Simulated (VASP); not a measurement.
# BN (P6_3/mmc) in VASP: notebook

BN is run at these levels: PBEsol, r2SCAN; tasks: electric field gradients.

Everything below comes from runs of VASP 6.6.1. Logs are shortened: lines on timing, memory, paths and dates and some standing lists are left out, and cuts for length are marked.

### 1 The cell of the first run

The structure is hexagonal, space group P6_3/mmc (No. 194). The conventional cell has a = 2.540 Å, b = 2.540 Å, c = 6.598 Å, α = 90.00°, β = 90.00°, γ = 120.00°. Within 2.0 Å of B (site symmetry -6m2) lie 3 N at 1.47 Å. Within 2.0 Å of N (site symmetry -6m2) lie 3 B at 1.47 Å.

### 2 Electric field gradients, PBEsol

INCAR reads:

```
ALGO = Normal
EDIFF = 1E-8
ENCUT = 520
GGA = PS
ISIF = 2
ISMEAR = -1
LASPH = T
LCHARG = F
LEFG = T
LREAL = F
LWAVE = F
NBANDS = 16
NELM = 60
PREC = Accurate
SIGMA = 0.02
```

KPOINTS reads:

```
k-points
0
Gamma
  13 13 5
```

POSCAR reads:

```
BN
1.0
    2.5400000000      0.0000000000      0.0000000000
   -1.2700000000      2.1997045256      0.0000000000
    0.0000000000      0.0000000000      6.5980000000
B N
2 2
Direct
    0.3333333333      0.6666666667      0.2500000000
    0.6666666667      0.3333333333      0.7500000000
    0.3333333333      0.6666666667      0.7500000000
    0.6666666667      0.3333333333      0.2500000000
```

Potentials or basis: VASP PAW PBE potentials, release 64 (B, N).

Command:

```console
> cat potpaw_PBE.64/B/POTCAR potpaw_PBE.64/N/POTCAR > POTCAR
> mpirun -np 1 vasp_std > vasp.out
```

OUTCAR:

```text
EDIFF = 1E-8
   ENCUT = 520
   GGA = PS
   ISIF = 2
   ISMEAR = -1
   LASPH = T
   LREAL = F
   NELM = 60
   PREC = Accurate

 ion  position               nearest neighbor table
   1  0.333  0.667  0.250-   4 1.47   4 1.47   4 1.47
   2  0.667  0.333  0.750-   3 1.47   3 1.47   3 1.47
   3  0.333  0.667  0.750-   2 1.47   2 1.47   2 1.47
   4  0.667  0.333  0.250-   1 1.47   1 1.47   1 1.47

  LATTYP: Found a hexagonal cell.
 ALAT       =     2.5400000000
 C/A-ratio  =     2.5976377953

  Lattice vectors:

 A1 = (   2.5400000000,   0.0000000000,   0.0000000000)
 A2 = (  -1.2700000000,   2.1997045256,   0.0000000000)
 A3 = (   0.0000000000,   0.0000000000,   6.5980000000)

Analysis of symmetry for initial positions (statically):
=====================================================================
 Subroutine PRICEL returns:
 Original cell was already a primitive cell.

 Routine SETGRP: Setting up the symmetry group for a
 hexagonal supercell.

 Subroutine GETGRP returns: Found 24 space group operations
 (whereof 12 operations were pure point group operations)
 out of a pool of 24 trial point group operations.

The static configuration has the point symmetry D_3d.
 The point group associated with its full space group is D_6h.

Analysis of symmetry for dynamics (positions and initial velocities):
=====================================================================
 Subroutine PRICEL returns:
 Original cell was already a primitive cell.

 Routine SETGRP: Setting up the symmetry group for a
 hexagonal supercell.

 Subroutine GETGRP returns: Found 24 space group operations
 (whereof 12 operations were pure point group operations)
 out of a pool of 24 trial point group operations.

The dynamic configuration has the point symmetry D_3d.
 The point group associated with its full space group is D_6h.

 Subroutine INISYM returns: Found 24 space group operations
 (whereof 12 operations are pure point group operations),
 and found     1 'primitive' translations

----------------------------------------------------------------------------------------

                                     Primitive cell

  volume of cell :      36.8647

  direct lattice vectors                    reciprocal lattice vectors
     2.540000000  0.000000000  0.000000000     0.393700787  0.227303256  0.000000000
    -1.270000000  2.199704526  0.000000000     0.000000000  0.454606511  0.000000000
     0.000000000  0.000000000  6.598000000     0.000000000  0.000000000  0.151561079

  length of vectors
     2.540000000  2.540000000  6.598000000     0.454606511  0.454606511  0.151561079

  position of ions in fractional coordinates (direct lattice)
     0.333333333  0.666666667  0.250000000
     0.666666667  0.333333333  0.750000000
     0.333333333  0.666666667  0.750000000
     0.666666667  0.333333333  0.250000000

  ion indices of the primitive-cell ions
   primitive index   ion index
                 1           1
                 2           2
                 3           3
                 4           4

----------------------------------------------------------------------------------------

 KPOINTS: k-points

Automatic generation of k-mesh.
 Grid dimensions read from file:
 generate k-points for:   13   13    5

 Generating k-lattice:

  Cartesian coordinates                     Fractional coordinates (reciprocal lattice)
     0.030284676  0.017484866  0.000000000     0.076923077  0.000000000  0.000000000
     0.000000000  0.034969732  0.000000000     0.000000000  0.076923077  0.000000000
     0.000000000  0.000000000  0.030312216     0.000000000  0.000000000  0.200000000

  Length of vectors
     0.034969732  0.034969732  0.030312216

  Shift w.r.t. Gamma in fractional coordinates (k-lattice)
     0.000000000  0.000000000  0.000000000

 Subroutine IBZKPT returns following result:
 ===========================================

 Found     63 irreducible k-points:

 Following reciprocal coordinates:
            Coordinates               Weight
  0.000000  0.000000  0.000000      1.000000
  0.076923  0.000000  0.000000      6.000000
  0.153846 -0.000000  0.000000      6.000000
  0.230769 -0.000000  0.000000      6.000000
  0.307692 -0.000000  0.000000      6.000000
  0.384615 -0.000000  0.000000      6.000000
[... 16 lines left out ...]
  0.076923  0.000000  0.200000     12.000000
  0.153846 -0.000000  0.200000     12.000000
 [... further k-points ...]
   k-points           NKPTS =     63   k-points in BZ     NKDIM =     63   number of bands    NBANDS=     16
   number of dos      NEDOS =    301   number of ions     NIONS =      4
   total plane-waves  NPLWV =  20000
   dimension x,y,z NGX =    20 NGY =   20 NGZ =   50
   dimension x,y,z NGXF=    40 NGYF=   40 NGZF=  100
   ions per type =               2   2
   NGX,Y,Z   is equivalent  to a cutoff of  13.09, 13.09, 12.60 a.u.
   NGXF,Y,Z  is equivalent  to a cutoff of  26.18, 26.18, 25.20 a.u.
 SYSTEM =  unknown system
   PREC   = accura    normal or accurate (medium, high low for compatibility)
   ISTART =      0    job   : 0-new  1-cont  2-samecut
   ICHARG =      2    charge: 1-file 2-atom 10-const
   ISPIN  =      1    spin polarized calculation?
   LNONCOLLINEAR =      F non collinear calculations
   LSORBIT =      F    spin-orbit coupling
   LASPH  =      T    aspherical Exc in radial PAW
   ENCUT  =  520.0 eV  38.22 Ry    6.18 a.u.   4.72  4.72 12.27*2*pi/ulx,y,z
   NELM   =     60;   NELMIN=  2; NELMDL= -5     # of ELM steps
   EDIFF  = 0.1E-07   stopping-criterion for ELM
   LREAL  =      F    real-space projection
   EDIFFG = 0.1E-06   stopping-criterion for IOM
   NSW    =      0    number of steps for IOM
   IBRION =     -1    ionic relax: 0-MD 1-quasi-New 2-CG
   NFREE  =      0    steps in history (QN), initial steepest desc. (CG)
   ISIF   =      2    stress and relaxation
   ISYM   =      2    0-nonsym 1-usesym 2-fastsym
   POTIM  = 0.5000    time-step for ionic-motion
   TEBEG  =    0.0;   TEEND  =   0.0 temperature during run
   PSTRESS=    0.0 pullay stress
   NELECT =      16.0000    total number of electrons
   NUPDOWN=      -1.0000    fix difference up-down
   EMIN   =  10.00;   EMAX   =-10.00  energy-range for DOS
   EFERMI =   0.00;   METHOD = LEGACY
   ISMEAR =    -1;   SIGMA  =   0.02  broadening in eV -4-tet -1-fermi 0-gaus
   EFERMI_NEDOS =   21; number of points for ismear=-14 and -15
   IALGO  =     38    algorithm
   IMIX   =      4    mixing-type and parameters
     AMIX     =   0.40;   BMIX     =  1.00
     AMIX_MAG =   1.60;   BMIX_MAG =  1.00
  volume/ion in A,a.u.               =       9.22        62.19
  Fermi-wavevector in a.u.,A,eV,Ry     =   1.239495  2.342305 20.903274  1.536347
  Thomas-Fermi vector in A             =   2.373976
   LORBIT       =      0    0 simple, 1 ext, 2 COOP (PROOUT), +10 PAW based schemes
   GGA     = PS    functional components
   LHFCALC =     F    Hartree Fock is set to
   AEXX    =    0.0000 exact exchange contribution
   IVDW    =     0    specifies the selected vdW correction
   LEPSILON=     F    determine dielectric tensor
   LRPA    =     F    only Hartree local field effects (RPA)
 non-spin polarized calculation
  energy-cutoff  :      520.00
  volume of cell :       36.86
 maximum number of plane-waves:      1007
 NGX is ok and might be reduce to    20
   NGX =  9   NGY =  9   NGZ = 25

 number of electron      16.0000000 magnetization

 Free energy of the ion-electron system (eV)
  ---------------------------------------------------
  ext. energy  EPLUGINS =         0.00000000
  ---------------------------------------------------
  free energy    TOTEN  =       -36.52126276 eV

  energy without entropy =      -36.52126276  energy(sigma->0) =      -36.52126276

 E-fermi :   2.5193     XC(G=0): -10.2576

 val. band max:        2.1072047331   @ k =   0.3077   0.3077   0.0000
 cond. band min:       6.2121654326   @ k =   0.4615   0.0769   0.0000
 fundamental gap:      4.1049606996
 Fermi energy:         2.5193431043

 k-point     1 :       0.0000    0.0000    0.0000
  band No.  band energies     occupation
      1     -15.4571      2.00000
      2     -15.1336      2.00000
      3      -4.0554      2.00000
      4      -1.7766      2.00000
      5       0.7052      2.00000
      6       0.7052      2.00000
[... 433 lines left out ...]
      3      -3.2701      2.00000
      4      -1.5176      2.00000
      5      -0.9790      2.00000
      6      -0.9289      2.00000
[... 8 lines left out ...]
     15      15.0533      0.00000
     16      15.1583      0.00000

 [... further k-points ...]
[... 5 lines left out ...]
  --------------------------------------------------------------------------------------
  -------------------------------------------------------------------------------------
  Total       -3.1917108     -3.1917108      0.1903872      0.0000000     -0.0000000      0.0000000
  in kB     -138.7150982   -138.7150982      8.2744273      0.0000000     -0.0000000      0.0000000
  external PRESSURE =     -89.7185897 kB  Pullay stress =       0.0000000 kB

 VOLUME and BASIS-vectors are now :
 -----------------------------------------------------------------------------
  energy-cutoff  :      520.00
  volume of cell :       36.86
      direct lattice vectors                 reciprocal lattice vectors
     2.540000000  0.000000000  0.000000000     0.393700787  0.227303256  0.000000000
    -1.270000000  2.199704526  0.000000000     0.000000000  0.454606511  0.000000000
     0.000000000  0.000000000  6.598000000     0.000000000  0.000000000  0.151561079

 POSITION                                       TOTAL-FORCE (eV/Angst)
 -----------------------------------------------------------------------------------
     -0.00000      1.46647      1.64950         0.000000     -0.000000      0.000000
      1.27000      0.73323      4.94850        -0.000000      0.000000      0.000000
     -0.00000      1.46647      4.94850        -0.000000      0.000000      0.000000
      1.27000      0.73323      1.64950         0.000000     -0.000000      0.000000
 -----------------------------------------------------------------------------------
    total drift:                               -0.000000      0.000000      0.000000

  FREE ENERGIE OF THE ION-ELECTRON SYSTEM (eV)
  ---------------------------------------------------
  free  energy   TOTEN  =       -36.5212627641 eV

  energy  without entropy=      -36.5212627640  energy(sigma->0) =      -36.52126276

 Electric field gradients (V/A^2)
---------------------------------------------------------------------
 ion       V_xx      V_yy      V_zz      V_xy      V_xz      V_yz
---------------------------------------------------------------------
   1     -16.858   -16.858    33.716     0.000    -0.000     0.000
   2     -16.858   -16.858    33.716     0.000     0.000    -0.000
   3       0.273     0.271    -0.544    -0.001    -0.000     0.000
   4       0.273     0.271    -0.544    -0.001     0.000    -0.000
---------------------------------------------------------------------

 Electric field gradients after diagonalization (V/A^2)
 (convention: |V_zz| > |V_xx| > |V_yy|)
----------------------------------------------------------------------
 ion       V_xx      V_yy      V_zz     asymmetry (V_yy - V_xx)/ V_zz
----------------------------------------------------------------------
   1     -16.858   -16.858    33.716       0.000
   2     -16.858   -16.858    33.716       0.000
   3       0.273     0.271    -0.544       0.004
   4       0.273     0.271    -0.544       0.004
----------------------------------------------------------------------

           NMR quadrupolar parameters

 Cq : quadrupolar parameter    Cq=e*Q*V_zz/h
 eta: asymmetry parameters     (V_yy - V_xx)/ V_zz
 Q  : nuclear electric quadrupole moment in mb (millibarn)
----------------------------------------------------------------------
 ion       Cq(MHz)       eta       Q (mb)
----------------------------------------------------------------------
   1       0.082       0.000       1.000
   2       0.082       0.000       1.000
   3      -0.001       0.004       1.000
   4      -0.001       0.004       1.000
----------------------------------------------------------------------
```

Wall time 20 s (1 thread of AMD EPYC 9R45 (Zen 5), shared host); peak memory 0.13 GiB.

What came out:

```
Free energy            : -36.5213 eV
Pressure               : -9.0 GPa
Band gap on the k mesh : 4.11 eV, indirect (least direct gap 4.46 eV)
```

Electric field gradients, principal values (V/Å²):
| atom | least | middle | greatest (by size) |
| --- | --- | --- | --- |
| 1 B | -16.858 | -16.858 | 33.716 |
| 2 B | -16.858 | -16.858 | 33.716 |
| 3 N | 0.271 | 0.273 | -0.544 |
| 4 N | 0.271 | 0.273 | -0.544 |

Caveat: without QUAD_EFG the Cq values of the log hold for a quadrupole moment of 1 mb, not for the nuclei; the PAW data sets were made with another functional, which shifts forces and pressure a little; this functional lacks dispersion, which binds the layers, so the pressure and a relaxed spacing across them are unreliable. PBEsol gaps usually lie below the measured ones, often by a third to a half.

### 3 Electric field gradients, r2SCAN

POSCAR is that of step 2.

INCAR.step1 reads:

```
PREC = Accurate ; ENCUT = 520
ISMEAR = -1 ; SIGMA = 0.02
LREAL = False ; LASPH = True
NELM = 100 ; NBANDS = 16
GGA = PE ; ALGO = Normal
EDIFF = 1E-4 ; LWAVE = True
LCHARG = False
```

INCAR.step2 reads:

```
PREC = Accurate ; ENCUT = 520
EDIFF = 1E-8 ; ISMEAR = -1
SIGMA = 0.02 ; LREAL = False
LASPH = True ; NELM = 100
ALGO = Normal ; ISIF = 2
LWAVE = False ; LCHARG = False
METAGGA = R2SCAN ; LMIXTAU = True
LEFG = True ; NBANDS = 16
ISTART = 1
```

KPOINTS reads:

```
regular mesh
0
Gamma
  13 13 5
```

Potentials or basis: VASP PAW PBE potentials, release 64 (B, N).

Command:

```console
> cat potpaw_PBE.64/B/POTCAR potpaw_PBE.64/N/POTCAR > POTCAR
> cp INCAR.step1 INCAR
> mpirun -np 1 vasp_std > vasp.out
> cp INCAR.step2 INCAR
> mpirun -np 1 vasp_std > vasp.out
```

OUTCAR:

```text
PREC = Accurate
   ENCUT = 520
   EDIFF = 1E-8
   ISMEAR = -1
   LREAL = False
   LASPH = True
   NELM = 100
   ISIF = 2
   METAGGA = R2SCAN
   ISTART = 1

 ion  position               nearest neighbor table
   1  0.333  0.667  0.250-   4 1.47   4 1.47   4 1.47
   2  0.667  0.333  0.750-   3 1.47   3 1.47   3 1.47
   3  0.333  0.667  0.750-   2 1.47   2 1.47   2 1.47
   4  0.667  0.333  0.250-   1 1.47   1 1.47   1 1.47

  LATTYP: Found a hexagonal cell.
 ALAT       =     2.5400000000
 C/A-ratio  =     2.5976377953

  Lattice vectors:

[... 685 lines left out ...]
 ion       V_xx      V_yy      V_zz      V_xy      V_xz      V_yz
---------------------------------------------------------------------
   1     -18.308   -18.308    36.616     0.000    -0.000     0.000
   2     -18.308   -18.308    36.616     0.000     0.000    -0.000
   3       2.079     2.078    -4.157    -0.001    -0.000     0.000
   4       2.079     2.078    -4.157    -0.001     0.000    -0.000
---------------------------------------------------------------------

 Electric field gradients after diagonalization (V/A^2)
 (convention: |V_zz| > |V_xx| > |V_yy|)
----------------------------------------------------------------------
 ion       V_xx      V_yy      V_zz     asymmetry (V_yy - V_xx)/ V_zz
----------------------------------------------------------------------
   1     -18.308   -18.308    36.616       0.000
   2     -18.308   -18.308    36.616       0.000
   3       2.080     2.077    -4.157       0.001
   4       2.080     2.077    -4.157       0.001
----------------------------------------------------------------------

           NMR quadrupolar parameters

 Cq : quadrupolar parameter    Cq=e*Q*V_zz/h
 eta: asymmetry parameters     (V_yy - V_xx)/ V_zz
 Q  : nuclear electric quadrupole moment in mb (millibarn)
----------------------------------------------------------------------
 ion       Cq(MHz)       eta       Q (mb)
----------------------------------------------------------------------
   1       0.089       0.000       1.000
   2       0.089       0.000       1.000
   3      -0.010       0.001       1.000
   4      -0.010       0.001       1.000
----------------------------------------------------------------------
```

OUTCAR.step1:

```text
PREC = Accurate
   ENCUT = 520
   ISMEAR = -1
   LREAL = False
   LASPH = True
   NELM = 100
[... 686 lines left out ...]
      1.27000      0.73323      4.94850        -0.000000      0.000000      0.000000
     -0.00000      1.46647      4.94850         0.000000     -0.000000      0.000000
      1.27000      0.73323      1.64950        -0.000000      0.000000      0.000000
 -----------------------------------------------------------------------------------
    total drift:                               -0.000000      0.000000      0.000000

  FREE ENERGIE OF THE ION-ELECTRON SYSTEM (eV)
  ---------------------------------------------------
  free  energy   TOTEN  =       -35.1246602819 eV

  energy  without entropy=      -35.1246602819  energy(sigma->0) =      -35.12466028
```

OSZICAR.step1:

```text
N       E                     dE             d eps       ncg     rms          rms(c)
DAV:   1     0.461526177254E+02    0.46153E+02   -0.79873E+03  2016   0.927E+02
DAV:   2    -0.352453513621E+02   -0.81398E+02   -0.74311E+02  2872   0.215E+02
DAV:   3    -0.383781170977E+02   -0.31328E+01   -0.31177E+01  2592   0.412E+01
DAV:   4    -0.383976502903E+02   -0.19533E-01   -0.19529E-01  2576   0.366E+00
DAV:   5    -0.383978255349E+02   -0.17524E-03   -0.17524E-03  2544   0.335E-01    0.109E+01
DAV:   6    -0.354207948396E+02    0.29770E+01   -0.50265E+00  2600   0.172E+01    0.483E+00
DAV:   7    -0.351957559365E+02    0.22504E+00   -0.51882E-01  2712   0.525E+00    0.308E+00
DAV:   8    -0.351290183696E+02    0.66738E-01   -0.22247E-01  2696   0.313E+00    0.482E-01
DAV:   9    -0.351236823172E+02    0.53361E-02   -0.15115E-02  2352   0.101E+00    0.184E-01
DAV:  10    -0.351245642929E+02   -0.88198E-03   -0.14082E-03  2424   0.282E-01    0.357E-02
DAV:  11    -0.351246602819E+02   -0.95989E-04   -0.89268E-05  2224   0.790E-02
   1 F= -.35124660E+02 E0= -.35124660E+02  d E =-.975745E-11
```

Run time: 1.9 min. Hardware: 1 thread of AMD EPYC 9R45 (Zen 5), shared host; peak memory 0.14 GiB.

What came out:

| Item | Value |
| --- | --- |
| Free energy | -38.5390 eV |
| Pressure | -10.0 GPa |
| Band gap on the k mesh | 4.81 eV, indirect (least direct gap 5.17 eV) |

Stress tensor (GPa, compression positive):
```
-15.48   0.00   0.00
  0.00 -15.48   0.00
  0.00   0.00   0.83
```

Electric field gradients, principal values (V/Å²):
```csv
atom,least,middle,greatest (by size)
1 B,-18.308,-18.308,36.616
2 B,-18.308,-18.308,36.616
3 N,2.077,2.080,-4.157
4 N,2.077,2.080,-4.157
```

Caveat: without QUAD_EFG the Cq values of the log hold for a quadrupole moment of 1 mb, not for the nuclei; the PAW data sets were made with another functional, which shifts forces and pressure a little. r2SCAN opens gaps a little over a GGA but as a rule still falls short of measured ones.
